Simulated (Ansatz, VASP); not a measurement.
Pb: VASP beside Ansatz

Contents of POSCAR:

```
Pb
1.0
    0.0000000000      2.4946408835      2.4946408835
    2.4946408835      0.0000000000      2.4946408835
    2.4946408835      2.4946408835      0.0000000000
Pb
1
Direct
    0.0000000000      0.0000000000      0.0000000000
```

File INCAR.step1:

```
PREC = Accurate
ENCUT = 520
ISMEAR = 1
SIGMA = 1.0
LREAL = False
LASPH = True
NELM = 80
NBANDS = 13
GGA = PE
ALGO = Normal
EDIFF = 1E-4
LWAVE = True
LCHARG = False
```

Contents of INCAR.step2:

```
PREC = Accurate
ENCUT = 520
EDIFF = 1E-7
ISMEAR = 1
SIGMA = 1.0
LREAL = False
LASPH = True
NELM = 80
ALGO = Normal
ISIF = 2
LWAVE = False
LCHARG = False
METAGGA = R2SCAN
LMIXTAU = True
NBANDS = 13
ISTART = 1
```

The input KPOINTS:

```
Automatic mesh
0
Gamma
  11 11 11
```

Input for Ansatz:

```yaml
crystal:
  lattice:
    - [0.0, 2.4946408835, 2.4946408835]
    - [2.4946408835, 0.0, 2.4946408835]
    - [2.4946408835, 2.4946408835, 0.0]
  atoms:
    - { symbol: Pb, position: [0.0, 0.0, 0.0] }
hamiltonian:
  xc: r2scan
  pseudopotentials:
    kind: paw
    azcp:
      Pb: "pseudopotentials/Pb.paw.azcp"
basis:
  ecutwfc: 500
  fft_grid_basis: typed
kpoints:
  mp_grid: { grid: [11, 11, 11], shift: [0, 0, 0] }
magnetization:
  spin_polarized: false
scf:
  occupations: { method: cold, width: 1.0 }
  lower_state_search: "off"
output:
  stress: true
```

Alike in both runs: task single point; functional r2SCAN; k mesh 11 × 11 × 11; no spin polarisation.

|  | VASP | Ansatz |
| --- | --- | --- |
| version | VASP 6.6.1 | Ansatz 0.2.0 |
| potentials or method | VASP PAW PBE potentials, release 64 (Pb_d), cutoff 520 eV | plane waves (500 eV) with PAW, scalar-relativistic |
| occupations | methfessel-paxton of order 1, width 1 eV | cold, width 1 eV |
| valence electrons in the cell | 14 | 14 |

|  | VASP | Ansatz | Ansatz less VASP |
| --- | --- | --- | --- |
| pressure (GPa) | 0.1 | 0.1 | -0.02 |

VASP's potentials were made for PBE, not for r2SCAN.

Neither program's run includes spin-orbit coupling.
